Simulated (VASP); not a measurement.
# P in VASP: a series of runs

P is run at these levels: PBE; tasks: single point.

All numbers are computed with VASP 6.6.1; they aren't measurements. Logs are shortened: lines on timing, memory, paths and dates and some standing lists are left out, and cuts for length are marked.

**1. The cell of the first run**

The cell holds a sheet with vacuum, 4 atoms: a = 3.310 Å, b = 4.380 Å, c = 17.000 Å, α = 90.00°, β = 90.00°, γ = 90.00°.

The cell was built from a structure type or drawn by symmetry, and may not be a known phase.

**2. Single point, PBE**

The input, INCAR:

```
PREC = Accurate
ENCUT = 520
EDIFF = 1E-6
ISMEAR = 0
SIGMA = 0.1
LREAL = F
LASPH = T
NELM = 60
ALGO = Normal
ISIF = 2
LWAVE = F
LCHARG = F
LDIPOL = T
IDIPOL = 3
DIPOL = 0.5 0.5 0.500
GGA = PE
NBANDS = 18
```

The input, KPOINTS:

```
regular mesh
0
Gamma
  6 4 1
```

The input, POSCAR:

```
P
1.0
    3.3100000000      0.0000000000      0.0000000000
    0.0000000000      4.3800000000      0.0000000000
    0.0000000000      0.0000000000     17.0000000000
P
4
Direct
    0.5000000000      0.5899999900      0.5605294100
    0.0000000000      0.9100000100      0.5605294100
    0.5000000000      0.4100000100      0.4394705900
    0.0000000000      0.0899999900      0.4394705900
```

Potentials or basis: VASP PAW PBE potentials, release 64 (P).

On the command line:

```console
> cat potpaw_PBE.64/P/POTCAR > POTCAR
> mpirun -np 1 vasp_std > vasp.out
```

OUTCAR:

```text
PREC = Accurate
   ENCUT = 520
   EDIFF = 1E-6
   ISMEAR = 0
   LREAL = F
   LASPH = T
   NELM = 60
   ISIF = 2
   GGA = PE

 ion  position               nearest neighbor table
   1  0.500  0.590  0.561-   2 2.17   2 2.17   3 2.20
   2  0.000  0.910  0.561-   1 2.17   1 2.17   4 2.20
   3  0.500  0.410  0.439-   4 2.17   4 2.17   1 2.20
   4  0.000  0.090  0.439-   3 2.17   3 2.17   2 2.20

  LATTYP: Found a simple orthorhombic cell.
 ALAT       =     3.3100000000
 B/A-ratio  =     1.3232628399
 C/A-ratio  =     5.1359516616

  Lattice vectors:

 A1 = (   3.3100000000,   0.0000000000,   0.0000000000)
 A2 = (   0.0000000000,   4.3800000000,   0.0000000000)
 A3 = (   0.0000000000,   0.0000000000,  17.0000000000)

Analysis of symmetry for initial positions (statically):
=====================================================================
 Subroutine PRICEL returns:
 Original cell was already a primitive cell.

 Routine SETGRP: Setting up the symmetry group for a
 simple orthorhombic supercell.

 Subroutine GETGRP returns: Found  8 space group operations
 (whereof  4 operations were pure point group operations)
 out of a pool of  8 trial point group operations.

The static configuration has the point symmetry C_2h.
 The point group associated with its full space group is D_2h.

Analysis of symmetry for dynamics (positions and initial velocities):
=====================================================================
 Subroutine PRICEL returns:
 Original cell was already a primitive cell.

 Routine SETGRP: Setting up the symmetry group for a
 simple orthorhombic supercell.

 Subroutine GETGRP returns: Found  8 space group operations
 (whereof  4 operations were pure point group operations)
 out of a pool of  8 trial point group operations.

The dynamic configuration has the point symmetry C_2h.
 The point group associated with its full space group is D_2h.

 Subroutine INISYM returns: Found  8 space group operations
 (whereof  4 operations are pure point group operations),
 and found     1 'primitive' translations

----------------------------------------------------------------------------------------

                                     Primitive cell

  volume of cell :     246.4626

  direct lattice vectors                    reciprocal lattice vectors
     3.310000000  0.000000000  0.000000000     0.302114804  0.000000000  0.000000000
     0.000000000  4.380000000  0.000000000     0.000000000  0.228310502  0.000000000
     0.000000000  0.000000000 17.000000000     0.000000000  0.000000000  0.058823529

  length of vectors
     3.310000000  4.380000000 17.000000000     0.302114804  0.228310502  0.058823529

  position of ions in fractional coordinates (direct lattice)
     0.500000000  0.589999990  0.560529410
     0.000000000  0.910000010  0.560529410
     0.500000000  0.410000010  0.439470590
     0.000000000  0.089999990  0.439470590

  ion indices of the primitive-cell ions
   primitive index   ion index
                 1           1
                 2           2
                 3           3
                 4           4

----------------------------------------------------------------------------------------

 KPOINTS: regular mesh

Automatic generation of k-mesh.
 Grid dimensions read from file:
 generate k-points for:    6    4    1

 Generating k-lattice:

  Cartesian coordinates                     Fractional coordinates (reciprocal lattice)
     0.050352467  0.000000000  0.000000000     0.166666667  0.000000000  0.000000000
     0.000000000  0.057077626  0.000000000     0.000000000  0.250000000  0.000000000
     0.000000000  0.000000000  0.058823529     0.000000000  0.000000000  1.000000000

  Length of vectors
     0.050352467  0.057077626  0.058823529

  Shift w.r.t. Gamma in fractional coordinates (k-lattice)
     0.000000000  0.000000000  0.000000000

 Subroutine IBZKPT returns following result:
 ===========================================

 Found     12 irreducible k-points:

 Following reciprocal coordinates:
            Coordinates               Weight
  0.000000  0.000000  0.000000      1.000000
  0.166667  0.000000  0.000000      2.000000
  0.333333  0.000000  0.000000      2.000000
  0.500000  0.000000  0.000000      1.000000
  0.000000  0.250000  0.000000      2.000000
  0.166667  0.250000  0.000000      4.000000
  0.333333  0.250000  0.000000      4.000000
  0.500000  0.250000  0.000000      2.000000
  0.000000  0.500000  0.000000      1.000000
  0.166667  0.500000  0.000000      2.000000
  0.333333  0.500000  0.000000      2.000000
  0.500000  0.500000  0.000000      1.000000
   k-points           NKPTS =     12   k-points in BZ     NKDIM =     12   number of bands    NBANDS=     18
   number of dos      NEDOS =    301   number of ions     NIONS =      4
   total plane-waves  NPLWV = 127008
   dimension x,y,z NGX =    28 NGY =   36 NGZ =  126
   dimension x,y,z NGXF=    56 NGYF=   72 NGZF=  252
   ions per type =               4
   NGX,Y,Z   is equivalent  to a cutoff of  14.06, 13.66, 12.32 a.u.
   NGXF,Y,Z  is equivalent  to a cutoff of  28.13, 27.33, 24.64 a.u.
 SYSTEM =  unknown system
   PREC   = accura    normal or accurate (medium, high low for compatibility)
   ISTART =      0    job   : 0-new  1-cont  2-samecut
   ICHARG =      2    charge: 1-file 2-atom 10-const
   ISPIN  =      1    spin polarized calculation?
   LNONCOLLINEAR =      F non collinear calculations
   LSORBIT =      F    spin-orbit coupling
   LASPH  =      T    aspherical Exc in radial PAW
   ENCUT  =  520.0 eV  38.22 Ry    6.18 a.u.   6.15  8.14 31.61*2*pi/ulx,y,z
   NELM   =     60;   NELMIN=  2; NELMDL= -5     # of ELM steps
   EDIFF  = 0.1E-05   stopping-criterion for ELM
   LREAL  =      F    real-space projection
   EDIFFG = 0.1E-04   stopping-criterion for IOM
   NSW    =      0    number of steps for IOM
   IBRION =     -1    ionic relax: 0-MD 1-quasi-New 2-CG
   NFREE  =      0    steps in history (QN), initial steepest desc. (CG)
   ISIF   =      2    stress and relaxation
   ISYM   =      2    0-nonsym 1-usesym 2-fastsym
   POTIM  = 0.5000    time-step for ionic-motion
   TEBEG  =    0.0;   TEEND  =   0.0 temperature during run
   PSTRESS=    0.0 pullay stress
   NELECT =      20.0000    total number of electrons
   NUPDOWN=      -1.0000    fix difference up-down
   EMIN   =  10.00;   EMAX   =-10.00  energy-range for DOS
   EFERMI =   0.00;   METHOD = LEGACY
   ISMEAR =     0;   SIGMA  =   0.10  broadening in eV -4-tet -1-fermi 0-gaus
   EFERMI_NEDOS =   21; number of points for ismear=-14 and -15
   IALGO  =     38    algorithm
   IMIX   =      4    mixing-type and parameters
     AMIX     =   0.40;   BMIX     =  1.00
     AMIX_MAG =   1.60;   BMIX_MAG =  1.00
  volume/ion in A,a.u.               =      61.62       415.80
  Fermi-wavevector in a.u.,A,eV,Ry     =   0.708763  1.339368  6.834822  0.502345
  Thomas-Fermi vector in A             =   1.795165
   LORBIT       =      0    0 simple, 1 ext, 2 COOP (PROOUT), +10 PAW based schemes
   GGA     = PE    functional components
   LHFCALC =     F    Hartree Fock is set to
   AEXX    =    0.0000 exact exchange contribution
   IVDW    =     0    specifies the selected vdW correction
   LEPSILON=     F    determine dielectric tensor
   LRPA    =     F    only Hartree local field effects (RPA)
 non-spin polarized calculation
 Gauss-broadening in eV      SIGMA  =   0.10
  energy-cutoff  :      520.00
  volume of cell :      246.46
 maximum number of plane-waves:      6688
 NGX is ok and might be reduce to    28
   NGX = 13   NGY = 17   NGZ = 63

 dipolmoment           0.000000      0.000000      0.000000 electrons x Angstroem

 number of electron      19.9999996 magnetization

 dipolmoment           0.000000      0.000000     -0.000000 electrons x Angstroem

 Free energy of the ion-electron system (eV)
  ---------------------------------------------------
  ext. energy  EPLUGINS =         0.00000000
  ---------------------------------------------------
  free energy    TOTEN  =       -21.32557475 eV

  energy without entropy =      -21.32557475  energy(sigma->0) =      -21.32557475

 E-fermi :  -1.0478     XC(G=0):  -3.6305

 val. band max:       -1.4510365189   @ k =   0.0000   0.0000   0.0000
 cond. band min:      -0.6438401146   @ k =   0.0000   0.0000   0.0000
 fundamental gap:      0.8071964043
 Fermi energy:        -1.0478151745

 k-point     1 :       0.0000    0.0000    0.0000
  band No.  band energies     occupation
      1     -17.0857      2.00000
      2     -14.3521      2.00000
      3     -10.6628      2.00000
      4      -7.5225      2.00000
      5      -6.2953      2.00000
      6      -5.8021      2.00000
[... 10 lines left out ...]
     17       4.0967      0.00000
     18       4.6694      0.00000

 k-point     2 :       0.1667    0.0000    0.0000
  band No.  band energies     occupation
      1     -16.7547      2.00000
      2     -14.0082      2.00000
      3     -10.9735      2.00000
      4      -7.2745      2.00000
      5      -6.7507      2.00000
      6      -6.6402      2.00000
[... 10 lines left out ...]
     17       3.5426      0.00000
     18       3.7024      0.00000

 k-point     3 :       0.3333    0.0000    0.0000
  band No.  band energies     occupation
      1     -15.7791      2.00000
      2     -12.9849      2.00000
      3     -12.3564      2.00000
      4      -9.0683      2.00000
      5      -7.2038      2.00000
      6      -6.6859      2.00000
[... 160 lines left out ...]
 k-point    11 :       0.3333    0.5000    0.0000
  band No.  band energies     occupation
      1     -14.6193      2.00000
      2     -14.6193      2.00000
      3     -10.6324      2.00000
      4     -10.6324      2.00000
      5      -7.6452      2.00000
      6      -7.6452      2.00000
[... 10 lines left out ...]
     17       5.8466      0.00000
     18       5.8467      0.00000

 k-point    12 :       0.5000    0.5000    0.0000
  band No.  band energies     occupation
      1     -13.7670      2.00000
      2     -13.7670      2.00000
      3     -11.7519      2.00000
      4     -11.7519      2.00000
      5      -6.7853      2.00000
      6      -6.7853      2.00000
[... 10 lines left out ...]
     17       4.8492      0.00000
     18       4.8492      0.00000

------------------------ aborting loop because EDIFF is reached ----------------------------------------

 vacuum level on the upper side and lower side of the slab       (xc-potential included)        -0.125        -0.125

  FORCE on cell =-STRESS in cart. coord.  units (eV):
  Direction    XX          YY          ZZ          XY          YZ          ZX
  --------------------------------------------------------------------------------------
  -------------------------------------------------------------------------------------
  Total        2.1762863      3.7796729      1.8386126      0.0000000      0.0000000      0.0000000
  in kB       14.1473660     24.5704874     11.9522535      0.0000000      0.0000000      0.0000000
  external PRESSURE =      16.8900356 kB  Pullay stress =       0.0000000 kB

 VOLUME and BASIS-vectors are now :
 -----------------------------------------------------------------------------
  energy-cutoff  :      520.00
  volume of cell :      246.46
      direct lattice vectors                 reciprocal lattice vectors
     3.310000000  0.000000000  0.000000000     0.302114804  0.000000000  0.000000000
     0.000000000  4.380000000  0.000000000     0.000000000  0.228310502  0.000000000
     0.000000000  0.000000000 17.000000000     0.000000000  0.000000000  0.058823529

 POSITION                                       TOTAL-FORCE (eV/Angst)
 -----------------------------------------------------------------------------------
      1.65500      2.58420      9.52900         0.000000     -0.778277      0.450607
      0.00000      3.98580      9.52900         0.000000      0.778277      0.450607
      1.65500      1.79580      7.47100        -0.000000      0.778277     -0.450607
      0.00000      0.39420      7.47100         0.000000     -0.778277     -0.450607
 -----------------------------------------------------------------------------------
    total drift:                               -0.000000      0.000000     -0.000000

  FREE ENERGIE OF THE ION-ELECTRON SYSTEM (eV)
  ---------------------------------------------------
  free  energy   TOTEN  =       -21.3255747546 eV

  energy  without entropy=      -21.3255747542  energy(sigma->0) =      -21.32557475

 vacuum level on the upper side and lower side of the slab         3.320         3.320
```

It took 38 s on 1 thread of AMD EPYC 9R45 (Zen 5), shared host; peak memory 0.31 GiB.

Results:

```
Free energy            : -21.3256 eV
Largest force          : 0.899 eV/Å
Band gap on the k mesh : 0.81 eV
```

Forces in eV/Å, atoms in the order of the input:
```
P    0.000 -0.778  0.451
P    0.000  0.778  0.451
P    0.000  0.778 -0.451
P    0.000 -0.778 -0.451
```

**3. Single point, PBE**

This run uses another cell than the first one.

The input, INCAR:

```
PREC = Accurate
ENCUT = 520
EDIFF = 1E-7
ISMEAR = 0
SIGMA = 0.1
LREAL = False
LASPH = True
NELM = 60
ALGO = Normal
ISIF = 2
LWAVE = False
LCHARG = True
LDIPOL = True
IDIPOL = 3
DIPOL = 0.5 0.5 0.304
GGA = PE
LELF = True
LVHAR = True
LVACPOTAV = True
NBANDS = 18
```

KPOINTS is that of step 2.

The input, POSCAR:

```
P
1.0
    3.3186493612      0.0000000000      0.0000000000
    0.0000000000      4.5761200373      0.0000000000
    0.0000000000      0.0000000000     27.9159998800
P
4
Direct
    0.5000000000      0.5868933614      0.3422896874
    0.0000000000      0.9131066386      0.3422896874
    0.5000000000      0.4131066386      0.2666800817
    0.0000000000      0.0868933614      0.2666800817
```

Potentials or basis: VASP PAW PBE potentials, release 64 (P).

On the command line:

```console
> cat potpaw_PBE.64/P/POTCAR > POTCAR
> mpirun -np 1 vasp_std > vasp.out
```

OUTCAR:

```text
PREC = Accurate
   ENCUT = 520
   EDIFF = 1E-7
   ISMEAR = 0
   LREAL = False
   LASPH = True
   NELM = 60
   ISIF = 2
   GGA = PE

 ion  position               nearest neighbor table
   1  0.500  0.587  0.342-   2 2.23   2 2.23   3 2.26
   2  0.000  0.913  0.342-   1 2.23   1 2.23   4 2.26
   3  0.500  0.413  0.267-   4 2.23   4 2.23   1 2.26
   4  0.000  0.087  0.267-   3 2.23   3 2.23   2 2.26

  LATTYP: Found a simple orthorhombic cell.
 ALAT       =     3.3186493612
 B/A-ratio  =     1.3789103756
 C/A-ratio  =     8.4118558009

  Lattice vectors:

 A1 = (   3.3186493612,   0.0000000000,   0.0000000000)
 A2 = (   0.0000000000,   4.5761200373,   0.0000000000)
 A3 = (   0.0000000000,   0.0000000000,  27.9159998800)

Analysis of symmetry for initial positions (statically):
=====================================================================
 Subroutine PRICEL returns:
 Original cell was already a primitive cell.

 Routine SETGRP: Setting up the symmetry group for a
 simple orthorhombic supercell.

 Subroutine GETGRP returns: Found  8 space group operations
 (whereof  2 operations were pure point group operations)
[... 167 lines left out ...]
 Fermi energy:        -2.5802818935

 k-point     1 :       0.0000    0.0000    0.0000
  band No.  band energies     occupation
      1     -17.9414      2.00000
      2     -15.4284      2.00000
      3     -12.1500      2.00000
      4      -8.6526      2.00000
      5      -7.6958      2.00000
      6      -7.5223      2.00000
[... 229 lines left out ...]
      5      -7.9129      2.00000
      6      -7.9129      2.00000
[... 10 lines left out ...]
     17       3.3299      0.00000
     18       3.3299      0.00000

------------------------ aborting loop because EDIFF is reached ----------------------------------------

 vacuum level on the upper side and lower side of the slab       (xc-potential included)        -0.101        -0.101

  FORCE on cell =-STRESS in cart. coord.  units (eV):
  Direction    XX          YY          ZZ          XY          YZ          ZX
  --------------------------------------------------------------------------------------
  -------------------------------------------------------------------------------------
  Total       -0.2455347     -0.1135786     -0.1873810     -0.0000000      0.0000000      0.0000000
  in kB       -0.9279221     -0.4292351     -0.7081483     -0.0000000      0.0000000      0.0000000
  external PRESSURE =      -0.6884352 kB  Pullay stress =       0.0000000 kB

 VOLUME and BASIS-vectors are now :
 -----------------------------------------------------------------------------
  energy-cutoff  :      520.00
  volume of cell :      423.95
      direct lattice vectors                 reciprocal lattice vectors
     3.318649361  0.000000000  0.000000000     0.301327405  0.000000000  0.000000000
     0.000000000  4.576120037  0.000000000     0.000000000  0.218525736  0.000000000
     0.000000000  0.000000000 27.915999880     0.000000000  0.000000000  0.035821751

 POSITION                                       TOTAL-FORCE (eV/Angst)
 -----------------------------------------------------------------------------------
      1.65932      2.68569      9.55536        -0.000000      0.068718     -0.041027
      0.00000      4.17849      9.55536         0.000000     -0.068718     -0.041027
      1.65932      1.89043      7.44464         0.000000     -0.068718      0.041027
      0.00000      0.39763      7.44464         0.000000      0.068718      0.041027
 -----------------------------------------------------------------------------------
    total drift:                               -0.000000     -0.000000      0.000008

  FREE ENERGIE OF THE ION-ELECTRON SYSTEM (eV)
  ---------------------------------------------------
  free  energy   TOTEN  =       -21.4506283078 eV

  energy  without entropy=      -21.4506283078  energy(sigma->0) =      -21.45062831

 vacuum level on the upper side and lower side of the slab         1.984         1.984
```

OSZICAR:

```text
N       E                     dE             d eps       ncg     rms          rms(c)
DAV:   1     0.143537069807E+03    0.14354E+03   -0.56915E+03   432   0.734E+02
DAV:   2    -0.330709918687E+01   -0.14684E+03   -0.13651E+03   676   0.142E+02
DAV:   3    -0.212303130224E+02   -0.17923E+02   -0.17833E+02   568   0.583E+01
[... 16 lines left out ...]
DAV:  20    -0.214506267190E+02   -0.66783E-05   -0.25213E-07   504   0.139E-03    0.219E-03
DAV:  21    -0.214506272830E+02   -0.56394E-06   -0.70472E-09   492   0.461E-04    0.916E-04
DAV:  22    -0.214506279324E+02   -0.64940E-06   -0.58774E-09   424   0.343E-04    0.144E-04
DAV:  23    -0.214506282434E+02   -0.31100E-06   -0.30393E-09   438   0.205E-04    0.152E-04
DAV:  24    -0.214506283078E+02   -0.64367E-07    0.24205E-10   402   0.897E-05
   1 F= -.21450628E+02 E0= -.21450628E+02  d E =-.306518E-11
```

stdout:

```text
POSCAR found type information on POSCAR P
 POSCAR found :  1 types and       4 ions
 scaLAPACK will be used
 LDA part: xc-table for (Slater+PW92), standard interpolation
 POSCAR, INCAR and KPOINTS ok, starting setup
 FFT: planning ... GRIDC
 FFT: planning ... GRID_SOFT
 FFT: planning ... GRID
 WAVECAR not read
 entering main loop
```

It took 100 s on 1 thread of AMD EPYC 9R45 (Zen 5), shared host; peak memory 0.46 GiB.

What came out:

```
Free energy                            : -21.4506 eV
Largest force                          : 0.080 eV/Å
Band gap on the k mesh                 : 0.92 eV
Ionisation potential of the upper face : 5.02 eV
```

Forces in eV/Å, atoms in the order of the input:
```
P    0.000  0.069 -0.041
P    0.000 -0.069 -0.041
P    0.000 -0.069  0.041
P    0.000  0.069  0.041
```

Levels at points of the mesh, in eV from the valence-band top:
| k point | band 6 | band 7 | band 8 | band 9 | band 10 | band 11 | band 12 | band 13 | band 14 | band 15 |
| --- | --- | --- | --- | --- | --- | --- | --- | --- | --- | --- |
| (0.00, 0.00, 0.00) | -4.49 | -3.35 | -1.73 | -1.66 | 0.00 | 0.92 | 1.61 | 2.65 | 3.29 | 4.43 |
| (0.50, 0.00, 0.00) | -4.84 | -2.69 | -2.69 | -1.95 | -1.95 | 1.29 | 1.29 | 2.14 | 2.14 | 3.70 |
| (0.00, 0.50, 0.00) | -2.92 | -2.53 | -2.53 | -1.20 | -1.20 | 2.07 | 2.07 | 3.57 | 3.57 | 3.65 |
| (0.50, 0.50, 0.00) | -4.88 | -4.62 | -4.62 | -1.15 | -1.15 | 2.45 | 2.45 | 3.94 | 3.94 | 5.43 |

[end of part 1 of 2]
